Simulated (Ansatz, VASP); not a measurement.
## Sb3As in VASP and in Ansatz

File INCAR:

```
ALGO     = Normal         # electronic algorithm
EDIFF    = 1E-7           # SCF threshold, eV
EDIFFG   = -0.04          # ionic threshold
ENCUT    = 600            # plane-wave cutoff, eV
GGA      = PE             # functional
IBRION   = 2              # ionic algorithm
ISIF     = 3              # what is computed and relaxed
ISMEAR   = 0              # smearing method
LASPH    = T              # aspherical terms in the spheres
LCHARG   = F              # write CHGCAR
LREAL    = F              # projectors in reciprocal space
LWAVE    = F              # write WAVECAR
NELM     = 100            # most SCF steps
NSW      = 90             # ionic steps
PREC     = Accurate       # precision mode
SIGMA    = 0.1            # smearing width, eV
```

Contents of KPOINTS:

```
k-points
0
Gamma
  4 4 2
```

The input POSCAR:

```
Sb3As
1.0
    3.8747134300      0.0000000000      0.0000000000
    0.0000000000      3.8747134300      0.0000000000
    0.0000000000      0.0000000000      7.4826425900
Sb As
3 1
Direct
    0.5000000000      0.5000000000      0.2365449100
    0.5000000000      0.5000000000      0.7634550900
    0.0000000000      0.0000000000      0.5000000000
    0.0000000000      0.0000000000      0.0000000000
```

Input for Ansatz:

```yaml
crystal:
  lattice:
    - [3.87471343, 0.0, 0.0]
    - [0.0, 3.87471343, 0.0]
    - [0.0, 0.0, 7.48264259]
  atoms:
    - { symbol: Sb, position: [0.5, 0.5, 0.23654491] }
    - { symbol: Sb, position: [0.5, 0.5, 0.76345509] }
    - { symbol: Sb, position: [0.0, 0.0, 0.5] }
    - { symbol: As, position: [0.0, 0.0, 0.0] }
basis:
  ecutwfc: 420
kpoints:
  mp_grid: { grid: [4, 4, 2] }
hamiltonian:
  xc: pbe
scf:
  occupations: { method: gaussian, width: 0.1 }
  lower_state_search: "off"
output:
  forces: true
  stress: true
  eigenvalues: true
relax:
  adjacent_minimum: "off"
  f_tol: 0.04
  max_steps: 70
  cell: { stress_tol: 0.4 }
```

Change from the starting cell: species swapped into the HgPb3 type (P4/mmm, No. 123).

Alike in both runs: task relaxation of cell and atoms; functional PBE; k mesh 4 × 4 × 2; occupations gaussian, width 0.1 eV; no spin polarisation.

|  | VASP | Ansatz |
| --- | --- | --- |
| version | VASP 6.6.1 | Ansatz 0.2.0 |
| potentials or method | VASP PAW PBE potentials, release 64 (Sb, As), cutoff 600 eV | scalar-relativistic, plane waves, PAW |
| valence electrons in the cell | 20 | 60 |

Ansatz gave:

```
gap on the k mesh at the Fermi level, each at its own relaxed structure (eV) : none
relaxed volume (Å³/atom)                                                     : 25.54
relaxed length of the cell vector where the two differ most in proportion (Å)              : 7.440
```

Which values does VASP return?

gap on the k mesh at the Fermi level, each at its own relaxed structure (eV): none; relaxed volume (Å³/atom): 25.48; relaxed length of the cell vector where the two differ most in proportion (Å): 7.422.

A gap of «none» marks a metal or a gap that the smearing closes. VASP's potentials hold 20 valence electrons a cell and Ansatz's 60, so a difference there can come from the potentials and not from the codes.

The k mesh is coarse, so the values compare programs but aren't converged. Spin-orbit coupling is off throughout.
